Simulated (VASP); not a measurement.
# BeS (P4mm) in VASP: notebook

BeS is run at these levels: PBE; tasks: single point, relaxation of cell and atoms.

All numbers are computed with VASP 6.6.1; they aren't measurements. Logs are shortened: lines on timing, memory, paths and dates and some standing lists are left out, and cuts for length are marked.

**1. The cell of the first run**

Symmetry: P4mm, No. 99, tetragonal system. The conventional cell has a = 4.033 Å, b = 4.033 Å, c = 5.883 Å, α = 90.00°, β = 90.00°, γ = 90.00°. Within 2.4 Å of Be (site symmetry 4mm) lie 1 S at 1.81 Å and 4 Be at 2.04 Å. Be (site symmetry 2mm) has 2 Be at 2.04 Å within 2.7 Å. S (site symmetry 4mm) has 1 Be at 1.81 Å and 4 S at 2.16 Å within 2.4 Å. S (site symmetry 2mm) has 6 S at 2.16 to 2.85 Å and 1 Be at 2.88 Å within 2.9 Å.

**2. Single point, PBE**

Contents of INCAR:

```
SYSTEM = BeS
  PREC = Accurate
  ENCUT = 520
  EDIFF = 1E-6
  ISMEAR = 0
  SIGMA = 0.1
  LREAL = .FALSE.
  LASPH = .TRUE.
  NELM = 80
  ALGO = Normal
  ISIF = 2
  LWAVE = .FALSE.
  LCHARG = .TRUE.
  GGA = PE
  LELF = .TRUE.
  LVHAR = .TRUE.
  NBANDS = 21
```

Contents of KPOINTS:

```
regular mesh
0
G
  4 4 4
  0 0 0
```

Contents of POSCAR:

```
BeS
1.0
    4.0332484000      0.0000000000      0.0000000000
    0.0000000000      4.0332484000      0.0000000000
    0.0000000000      0.0000000000      5.8834287600
Be S
3 3
Direct
    0.0000000000      0.0000000000      0.1785884500
    0.5000000000      0.0000000000      0.1267024700
    0.0000000000      0.5000000000      0.1267024700
    0.0000000000      0.0000000000      0.4863820100
    0.5000000000      0.0000000000      0.6155293600
    0.0000000000      0.5000000000      0.6155293600
```

Potentials or basis: VASP PAW PBE potentials, release 64 (Be, S).

On the command line:

```console
$ cat potpaw_PBE.64/Be/POTCAR potpaw_PBE.64/S/POTCAR > POTCAR
$ mpirun -np 1 vasp_std > vasp.out
```

OUTCAR:

```text
SYSTEM = BeS
   PREC = Accurate
   ENCUT = 520
   EDIFF = 1E-6
   ISMEAR = 0
   LREAL = .FALSE.
   LASPH = .TRUE.
   NELM = 80
   ISIF = 2
   GGA = PE

 ion  position               nearest neighbor table
   1  0.000  0.000  0.179-   4 1.81   3 2.04   2 2.04   3 2.04   2 2.04
   2  0.500  0.000  0.127-   1 2.04   1 2.04
   3  0.000  0.500  0.127-   1 2.04   1 2.04
   4  0.000  0.000  0.486-   1 1.81   5 2.16   6 2.16   6 2.16   5 2.16
   5  0.500  0.000  0.616-   4 2.16   4 2.16
   6  0.000  0.500  0.616-   4 2.16   4 2.16

  LATTYP: Found a simple tetragonal cell.
 ALAT       =     4.0332484000
 C/A-ratio  =     1.4587320632

  Lattice vectors:

 A1 = (   4.0332484000,   0.0000000000,   0.0000000000)
 A2 = (   0.0000000000,   4.0332484000,   0.0000000000)
 A3 = (   0.0000000000,   0.0000000000,   5.8834287600)

Analysis of symmetry for initial positions (statically):
=====================================================================
 Subroutine PRICEL returns:
 Original cell was already a primitive cell.

 Routine SETGRP: Setting up the symmetry group for a
 simple tetragonal supercell.

 Subroutine GETGRP returns: Found  8 space group operations
 (whereof  8 operations were pure point group operations)
 out of a pool of 16 trial point group operations.

The static configuration has the point symmetry C_4v.

Analysis of symmetry for dynamics (positions and initial velocities):
=====================================================================
 Subroutine PRICEL returns:
 Original cell was already a primitive cell.

 Routine SETGRP: Setting up the symmetry group for a
 simple tetragonal supercell.

 Subroutine GETGRP returns: Found  8 space group operations
 (whereof  8 operations were pure point group operations)
 out of a pool of 16 trial point group operations.

The dynamic configuration has the point symmetry C_4v.

 Subroutine INISYM returns: Found  8 space group operations
 (whereof  8 operations are pure point group operations),
 and found     1 'primitive' translations

----------------------------------------------------------------------------------------

                                     Primitive cell

  volume of cell :      95.7063

  direct lattice vectors                    reciprocal lattice vectors
     4.033248400  0.000000000  0.000000000     0.247939105  0.000000000  0.000000000
     0.000000000  4.033248400  0.000000000     0.000000000  0.247939105  0.000000000
     0.000000000  0.000000000  5.883428760     0.000000000  0.000000000  0.169968915

  length of vectors
     4.033248400  4.033248400  5.883428760     0.247939105  0.247939105  0.169968915

  position of ions in fractional coordinates (direct lattice)
     0.000000000  0.000000000  0.178588450
     0.500000000  0.000000000  0.126702470
     0.000000000  0.500000000  0.126702470
     0.000000000  0.000000000  0.486382010
     0.500000000  0.000000000  0.615529360
     0.000000000  0.500000000  0.615529360

  ion indices of the primitive-cell ions
   primitive index   ion index
                 1           1
                 2           2
                 3           3
                 4           4
                 5           5
                 6           6

----------------------------------------------------------------------------------------

 KPOINTS: regular mesh

Automatic generation of k-mesh.
 Grid dimensions read from file:
 generate k-points for:    4    4    4

 Generating k-lattice:

  Cartesian coordinates                     Fractional coordinates (reciprocal lattice)
     0.061984776  0.000000000  0.000000000     0.250000000  0.000000000  0.000000000
     0.000000000  0.061984776  0.000000000     0.000000000  0.250000000  0.000000000
     0.000000000  0.000000000  0.042492229     0.000000000  0.000000000  0.250000000

  Length of vectors
     0.061984776  0.061984776  0.042492229

  Shift w.r.t. Gamma in fractional coordinates (k-lattice)
     0.000000000  0.000000000  0.000000000

 Subroutine IBZKPT returns following result:
 ===========================================

 Found     18 irreducible k-points:

 Following reciprocal coordinates:
            Coordinates               Weight
  0.000000  0.000000  0.000000      1.000000
  0.250000  0.000000  0.000000      4.000000
  0.500000  0.000000  0.000000      2.000000
  0.250000  0.250000  0.000000      4.000000
  0.500000  0.250000  0.000000      4.000000
  0.500000  0.500000  0.000000      1.000000
[... 10 lines left out ...]
  0.500000  0.250000  0.500000      4.000000
  0.500000  0.500000  0.500000      1.000000
   k-points           NKPTS =     18   k-points in BZ     NKDIM =     18   number of bands    NBANDS=     21
   number of dos      NEDOS =    301   number of ions     NIONS =      6
   total plane-waves  NPLWV =  43200
   dimension x,y,z NGX =    30 NGY =   30 NGZ =   48
   dimension x,y,z NGXF=    60 NGYF=   60 NGZF=   96
   ions per type =               3   3
[... 28 lines left out ...]
   EFERMI_NEDOS =   21; number of points for ismear=-14 and -15
   IALGO  =     38    algorithm
   IMIX   =      4    mixing-type and parameters
     AMIX     =   0.40;   BMIX     =  1.00
     AMIX_MAG =   1.60;   BMIX_MAG =  1.00
  volume/ion in A,a.u.               =      15.95       107.64
  Fermi-wavevector in a.u.,A,eV,Ry     =   1.032361  1.950880 14.500682  1.065770
  Thomas-Fermi vector in A             =   2.166555
   LORBIT       =      0    0 simple, 1 ext, 2 COOP (PROOUT), +10 PAW based schemes
   GGA     = PE    functional components
   LHFCALC =     F    Hartree Fock is set to
   AEXX    =    0.0000 exact exchange contribution
   IVDW    =     0    specifies the selected vdW correction
   LEPSILON=     F    determine dielectric tensor
   LRPA    =     F    only Hartree local field effects (RPA)
 non-spin polarized calculation
 Gauss-broadening in eV      SIGMA  =   0.10
  energy-cutoff  :      520.00
  volume of cell :       95.71
 maximum number of plane-waves:      2622
 NGX is ok and might be reduce to    30
   NGX = 15   NGY = 15   NGZ = 21

 number of electron      23.9999997 magnetization

 Free energy of the ion-electron system (eV)
  ---------------------------------------------------
  ext. energy  EPLUGINS =         0.00000000
  ---------------------------------------------------
  free energy    TOTEN  =       -17.40386187 eV

  energy without entropy =      -17.36896839  energy(sigma->0) =      -17.38641513

 E-fermi :   4.2287     XC(G=0):  -9.3396

 val. band max:        4.2284519150   @ k =   0.5000   0.0000   0.2500
 cond. band min:       4.2339479881   @ k =   0.5000   0.2500   0.0000
 fundamental gap:      0.0054960732
 Fermi energy:         4.2286619711

 k-point     1 :       0.0000    0.0000    0.0000
  band No.  band energies     occupation
      1     -14.2891      2.00000
      2      -7.6012      2.00000
      3      -6.5310      2.00000
      4      -4.6945      2.00000
      5      -4.6945      2.00000
      6      -1.8160      2.00000
[... 13 lines left out ...]
     20      11.7790      0.00000
     21      11.8765      0.00000

 k-point     2 :       0.2500    0.0000    0.0000
  band No.  band energies     occupation
      1     -13.9356      2.00000
      2      -9.0915      2.00000
      3      -6.7087      2.00000
      4      -4.5114      2.00000
      5      -3.5228      2.00000
      6      -0.8415      2.00000
[... 13 lines left out ...]
     20      11.0515      0.00000
     21      11.3282      0.00000

 k-point     3 :       0.5000    0.0000    0.0000
  band No.  band energies     occupation
      1     -13.4235      2.00000
      2     -10.3746      2.00000
      3      -6.6186      2.00000
      4      -4.3004      2.00000
      5      -2.7180      2.00000
      6      -0.9677      2.00000
[... 13 lines left out ...]
     20      10.2540      0.00000
     21      11.4972      0.00000
[... 313 lines left out ...]
 k-point    17 :       0.5000    0.2500    0.5000
  band No.  band energies     occupation
      1     -12.9958      2.00000
      2     -10.2634      2.00000
      3      -8.5852      2.00000
      4      -3.7690      2.00000
      5      -1.2277      2.00000
      6      -0.8104      2.00000
[... 13 lines left out ...]
     20      11.7068      0.00000
     21      11.9744      0.00000

 k-point    18 :       0.5000    0.5000    0.5000
  band No.  band energies     occupation
      1     -12.2755      2.00000
      2     -10.1506      2.00000
      3     -10.1506      2.00000
      4      -3.2298      2.00000
      5      -1.7389      2.00000
      6      -1.0113      2.00000
[... 13 lines left out ...]
     20      10.8377      0.00000
     21      12.7775      0.00000

------------------------ aborting loop because EDIFF is reached ----------------------------------------

  FORCE on cell =-STRESS in cart. coord.  units (eV):
  Direction    XX          YY          ZZ          XY          YZ          ZX
  --------------------------------------------------------------------------------------
  -------------------------------------------------------------------------------------
  Total        4.0914224      4.0914224      6.6503127      0.0000000      0.0000000      0.0000000
  in kB       68.4927279     68.4927279    111.3300000      0.0000000      0.0000000      0.0000000
  external PRESSURE =      82.7718186 kB  Pullay stress =       0.0000000 kB

 VOLUME and BASIS-vectors are now :
 -----------------------------------------------------------------------------
  energy-cutoff  :      520.00
  volume of cell :       95.71
      direct lattice vectors                 reciprocal lattice vectors
     4.033248400  0.000000000  0.000000000     0.247939105  0.000000000  0.000000000
     0.000000000  4.033248400  0.000000000     0.000000000  0.247939105  0.000000000
     0.000000000  0.000000000  5.883428760     0.000000000  0.000000000  0.169968915

 POSITION                                       TOTAL-FORCE (eV/Angst)
 -----------------------------------------------------------------------------------
      0.00000      0.00000      1.05071         0.000000     -0.000000     -2.566692
      2.01662      0.00000      0.74544         0.000000     -0.000000     -0.484249
      0.00000      2.01662      0.74544         0.000000     -0.000000     -0.484249
      0.00000      0.00000      2.86159        -0.000000     -0.000000      0.475785
      2.01662      0.00000      3.62142         0.000000     -0.000000      1.529703
      0.00000      2.01662      3.62142        -0.000000      0.000000      1.529703
 -----------------------------------------------------------------------------------
    total drift:                                0.000000      0.000000     -0.000496

  FREE ENERGIE OF THE ION-ELECTRON SYSTEM (eV)
  ---------------------------------------------------
  free  energy   TOTEN  =       -17.4038618699 eV

  energy  without entropy=      -17.3689683889  energy(sigma->0) =      -17.38641513
```

Run time: 19 s. Hardware: 1 thread of AMD EPYC 9R45 (Zen 5), shared host; peak memory 0.17 GiB.

What came out:

* Free energy: -17.4039 eV
* Pressure: 8.3 GPa
* Largest force: 2.567 eV/Å
* Band gap on the k mesh: zero (band 12 reaches 4.42 eV, above the bottom of band 13 at 3.73 eV)

Forces in eV/Å, atoms in the order of the input:
```
Be   0.000  0.000 -2.567
Be   0.000  0.000 -0.484
Be   0.000  0.000 -0.484
S    0.000  0.000  0.476
S    0.000  0.000  1.530
S    0.000  0.000  1.530
```

Stress tensor (GPa, compression positive):
```
 6.85  0.00  0.00
 0.00  6.85  0.00
 0.00  0.00 11.13
```

Caveat: the k points lie up to 0.39 Å⁻¹ apart; forces of over 1 eV/Å act on the atoms, so gaps and moduli don't describe the material at rest.

**3. Single point, PBE**

This run uses another cell than the first one, of 17.53 Å³/atom, 1.099 times its volume.

Contents of INCAR:

```
PREC = Accurate ; ENCUT = 520
EDIFF = 1E-6 ; ISMEAR = 0
SIGMA = 0.1 ; LREAL = False
LASPH = True ; NELM = 60
ALGO = Normal ; ISIF = 2
LWAVE = False ; LCHARG = False
GGA = PE ; NBANDS = 21
```

Contents of KPOINTS:

```
regular mesh
0
Gamma
  4 4 4
```

Contents of POSCAR:

```
BeS
1.0
    4.2643150567      0.0000000000      0.0000000000
    0.0000000000      4.2643150567      0.0000000000
    0.0000000000      0.0000000000      5.7826543142
Be S
3 3
Direct
    0.0000000000      0.0000000000      0.1794258694
    0.5000000000      0.0000000000      0.0321861189
    0.0000000000      0.5000000000      0.0321861189
    0.0000000000      0.0000000000      0.5437369479
    0.5000000000      0.0000000000      0.6809495324
    0.0000000000      0.5000000000      0.6809495324
```

Potentials or basis: VASP PAW PBE potentials, release 64 (Be, S).

On the command line:

```console
$ cat potpaw_PBE.64/Be/POTCAR potpaw_PBE.64/S/POTCAR > POTCAR
$ mpirun -np 1 vasp_std > vasp.out
```

Run time: 18 s. Hardware: 1 thread of AMD EPYC 9R45 (Zen 5), shared host; peak memory 0.18 GiB.

The run converged. Its results:

| Item | Value |
| --- | --- |
| Free energy | -19.2450 eV |
| Pressure | -0.1 GPa |
| Largest force | 0.059 eV/Å |
| Band gap on the k mesh | zero (band 12 reaches 4.25 eV, above the bottom of band 13 at 3.30 eV) |

Forces on the atoms (eV/Å):
```
Be   0.000  0.000 -0.016
Be   0.000  0.000  0.006
Be   0.000  0.000  0.006
S    0.000  0.000  0.059
S    0.000  0.000 -0.028
S    0.000  0.000 -0.028
```

Stress tensor (GPa, compression positive):
```
-0.12  0.00  0.00
 0.00 -0.12  0.00
 0.00  0.00  0.03
```

Levels at points of the mesh, in eV from the Fermi level:
```tsv
k point	band 9	band 10	band 11	band 12	band 13	band 14	band 15	band 16
(0.00, 0.00, 0.00)	-1.74	-1.27	-1.27	0.59	0.59	1.68	1.68	3.41
(0.50, 0.00, 0.00)	-2.56	-1.86	-1.68	0.68	0.86	1.19	1.79	4.13
(0.50, 0.50, 0.00)	-1.46	-1.46	-1.38	0.72	0.92	0.92	0.93	2.39
(0.00, 0.00, 0.50)	-2.03	-1.49	-1.49	-0.10	-0.10	3.44	3.60	3.60
(0.50, 0.00, 0.50)	-2.53	-1.62	-0.94	-0.02	0.31	0.60	3.08	3.57
(0.50, 0.50, 0.50)	-1.37	-0.36	-0.36	0.12	0.47	0.47	0.93	1.33
```

Caveat: the k points lie up to 0.37 Å⁻¹ apart.

**4. Relaxation of cell and atoms, PBE**

Contents of INCAR:

```
SYSTEM = BeS
ALGO = Normal
EDIFF = 1E-7
EDIFFG = -0.04
ENCUT = 600
GGA = PE
IBRION = 2
ISIF = 3
ISMEAR = 0
LASPH = .TRUE.
LCHARG = .FALSE.
LREAL = .FALSE.
LWAVE = .FALSE.
NELM = 100
NSW = 90
PREC = Accurate
SIGMA = 0.1
```

Contents of KPOINTS:

```
k-points
0
G
  4 4 4
  0 0 0
```

Contents of POSCAR:

```
BeS
1.0
    4.0332484000      0.0000000000      0.0000000000
    0.0000000000      4.0332484000      0.0000000000
    0.0000000000      0.0000000000      5.8834287600
Be S
3 3
Direct
    0.0000000000      0.0000000000      0.1785884500
    0.5000000000      0.0000000000      0.1267024700
    0.0000000000      0.5000000000      0.1267024700
    0.0000000000      0.0000000000      0.4863820100
    0.5000000000      0.0000000000      0.6155293600
    0.0000000000      0.5000000000      0.6155293600
```

On the command line:

```console
$ cat potpaw_PBE.64/Be/POTCAR potpaw_PBE.64/S/POTCAR > POTCAR
$ mpirun -np 1 vasp_std > vasp.out
```

It took 6.1 min on 1 thread of AMD EPYC 9R45 (Zen 5), shared host; peak memory 0.19 GiB.

The run converged. Its results:

| Quantity | Value |
| --- | --- |
| Free energy | -19.2449 eV |
| Relaxed volume | 17.51 Å³/atom |
| Relaxed cell | a = 4.261 Å, b = 4.261 Å, c = 5.786 Å, α = 90.00°, β = 90.00°, γ = 90.00° |
| Space group after relaxing (to 0.05 Å) | P4mm (No. 99) |
| Energy gained by relaxing | 306.7 meV/atom |
| Ionic steps | 34 |
| Pressure after relaxing | 0.0 GPa |
| Largest force after relaxing | 0.018 eV/Å |
| Band gap on the k mesh | zero (band 12 reaches 4.25 eV, above the bottom of band 13 at 3.32 eV) |

Forces in eV/Å, atoms in the order of the input:
```
Be   0.000  0.000  0.001
Be   0.000  0.000 -0.003
Be   0.000  0.000 -0.003
S    0.000  0.000  0.018
S    0.000  0.000 -0.007
S    0.000  0.000 -0.007
```

Step by step:
| step | energy change (eV) | largest force (eV/Å) | pressure (GPa) | volume (Å³) |
| --- | --- | --- | --- | --- |
| 1 | 0.0000 | 2.5664 | 8.30 | 95.71 |
| 2 | -0.5512 | 0.4271 | -0.57 | 107.60 |
| 3 | -0.5518 | 0.4088 | -0.80 | 108.06 |
| 4 | -0.5892 | 0.4151 | -0.75 | 107.09 |
| 5 | -0.6723 | 0.4741 | -0.50 | 104.19 |
| 6 | -0.7250 | 0.7619 | 0.75 | 98.55 |
| 7 | -0.7408 | 0.7612 | 0.79 | 98.29 |
| 8 | -0.7923 | 0.7531 | 0.96 | 97.53 |
| 9 | -0.9113 | 0.7028 | 1.54 | 96.01 |
| 10 | -1.1478 | 0.6175 | 3.98 | 93.01 |
| 11 | 0.3227 | 5.1015 | 21.19 | 87.13 |
| 12 | -1.1498 | 0.6654 | 4.29 | 92.66 |
| 13 | -1.0679 | 0.9604 | 9.01 | 90.13 |
| 14 | -1.1691 | 0.7102 | 5.14 | 92.03 |
| 15 | -1.1721 | 0.7440 | 5.76 | 91.64 |
| 16 | -1.2472 | 0.8387 | 5.80 | 93.07 |
| 17 | -1.2568 | 0.8933 | 6.03 | 93.83 |
| 18 | -1.3783 | 0.7750 | 3.54 | 97.22 |
| 19 | -1.4967 | 0.7055 | -0.46 | 104.50 |
| 20 | -1.5005 | 0.6822 | -1.18 | 106.06 |
| 21 | -1.5624 | 0.7610 | -1.39 | 106.70 |
| 22 | -1.6751 | 0.9354 | -1.45 | 108.49 |
| 23 | -1.6848 | 0.8395 | -1.36 | 109.32 |
| 24 | -1.7385 | 0.5126 | -1.37 | 108.88 |
| 25 | -1.7591 | 0.1083 | -1.26 | 108.46 |
| 26 | -1.7954 | 0.0918 | -1.02 | 107.27 |
| 27 | -1.8311 | 0.1760 | -0.24 | 104.92 |
| 28 | -1.8318 | 0.1912 | -0.07 | 104.51 |
| 29 | -1.8355 | 0.1347 | 0.16 | 104.25 |
| 30 | -1.8370 | 0.0708 | 0.43 | 103.97 |
| 31 | -1.8390 | 0.0626 | 0.18 | 104.53 |
| 32 | -1.8397 | 0.0707 | -0.08 | 105.14 |
| 33 | -1.8397 | 0.0703 | -0.07 | 105.10 |
| 34 | -1.8400 | 0.0183 | -0.02 | 105.07 |

Final structure:
```
Be S
1.0
     4.26112    0.00000    0.00000
     0.00000    4.26112    0.00000
     0.00000    0.00000    5.78647
Be S
3 3
Direct
  0.00000 0.00000 0.17938
  0.50000 0.00000 0.03215
  0.00000 0.50000 0.03215
  0.00000 0.00000 0.54428
  0.50000 0.00000 0.68074
  0.00000 0.50000 0.68074
```

Levels at points of the mesh, in eV from the Fermi level:
```tsv
k point	band 9	band 10	band 11	band 12	band 13	band 14	band 15	band 16
(0.00, 0.00, 0.00)	-1.74	-1.28	-1.28	0.59	0.59	1.70	1.70	3.42
(0.50, 0.00, 0.00)	-2.57	-1.86	-1.69	0.68	0.86	1.19	1.80	4.13
(0.50, 0.50, 0.00)	-1.46	-1.46	-1.40	0.70	0.91	0.91	0.93	2.39
(0.00, 0.00, 0.50)	-2.05	-1.49	-1.49	-0.10	-0.10	3.43	3.60	3.60
(0.50, 0.00, 0.50)	-2.54	-1.64	-0.95	-0.02	0.31	0.61	3.07	3.81
(0.50, 0.50, 0.50)	-1.39	-0.37	-0.37	0.11	0.48	0.48	0.94	1.34
```

Caveat: the k points lie up to 0.37 Å⁻¹ apart in the final cell.

**5. The runs side by side**

```csv
task,cell,cutoff (eV),gap on the mesh (eV),pressure (GPa),largest force (eV/Å)
single point,"a = 4.033, b = 4.033, c = 5.883 Å, 6 atoms",520,none,8.3,2.57
single point,"a = 4.264, b = 4.264, c = 5.783 Å, 6 atoms",520,none,-0.1,0.06
relaxation of cell and atoms,"relaxed from a = 4.033, b = 4.033, c = 5.883 Å, 6 atoms",600,none,0.0,0.02
```

Alike in all rows: level PBE; potentials or basis VASP PAW PBE potentials, release 64 (Be, S); no spin polarisation; k mesh 4 × 4 × 4; smearing gaussian 0.1 eV.

Caveats: all runs use coarse meshes; forces of over 1 eV/Å act on the atoms, so gaps and moduli don't describe the material at rest (some runs).

Absolute energies hang on the potentials; compare differences alone.
